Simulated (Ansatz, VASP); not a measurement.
# Two plane-wave programs on TaN

INCAR

```
SYSTEM = TaN
  PREC = Accurate
  ENCUT = 520
  EDIFF = 1E-6
  ISMEAR = 0
  SIGMA = 0.15
  LREAL = .False.
  LASPH = .True.
  NELM = 80
  ALGO = Normal
  ISIF = 2
  LWAVE = .False.
  LCHARG = .False.
  GGA = PS
  NBANDS = 15
```

KPOINTS

```
Automatic mesh
0
Gamma
  20 20 20
  0 0 0
```

File POSCAR:

```
TaN
1.0
   -0.1735653234      2.1041948265      2.1041948265
    2.1041948265     -0.1735653234      2.1041948265
    2.1041948265      2.1041948265     -0.1735653234
Ta N
1 1
Direct
    0.5000000000      0.5000000000      0.5000000000
    0.0000000000      0.0000000000      0.0000000000
```

Input for Ansatz:

```yaml
crystal:
  lattice:
    - [-0.1735653234, 2.1041948265, 2.1041948265]
    - [2.1041948265, -0.1735653234, 2.1041948265]
    - [2.1041948265, 2.1041948265, -0.1735653234]
  atoms:
    - { symbol: Ta, position: [0.5, 0.5, 0.5] }
    - { symbol: "N", position: [0.0, 0.0, 0.0] }
basis:
  ecutwfc: 520.0
kpoints:
  mp_grid: { grid: [20, 20, 20] }
hamiltonian:
  xc: pbesol
  pseudopotentials: { kind: paw, azcp: { folder: soft_1 } }
scf:
  occupations: { method: gaussian, width: 0.15 }
output:
  forces: true
  stress: true
  eigenvalues: true
```

Alike in both runs: task single point; functional PBEsol; k mesh 20 × 20 × 20; occupations gaussian, width 0.15 eV; no spin polarisation.

|  | VASP | Ansatz |
| --- | --- | --- |
| version | VASP 6.6.1 | Ansatz 0.2.0 |
| potentials or method | VASP PAW PBE potentials, release 64 (Ta_pv, N), cutoff 520 eV | scalar-relativistic, plane waves, PAW |
| valence electrons in the cell | 16 | 18 |

```tsv
	VASP	Ansatz	Ansatz less VASP
gap on the k mesh at the Fermi level (eV)	none	none	-
pressure (GPa)	1.7	0.5	-1.24
traceless stress, the component that is largest in VASP (GPa)	6.87	6.95	+0.075
```

VASP's potentials were made for PBE, not for PBEsol, and Ansatz warns of the same on its side. A gap of «none» marks a metal or a gap that the smearing closes. With one functional, cell and mesh, what is left measures potentials, basis and numerics. VASP's potentials hold 16 valence electrons a cell and Ansatz's 18, so a difference there can come from the potentials and not from the codes.

Neither program's run includes spin-orbit coupling.
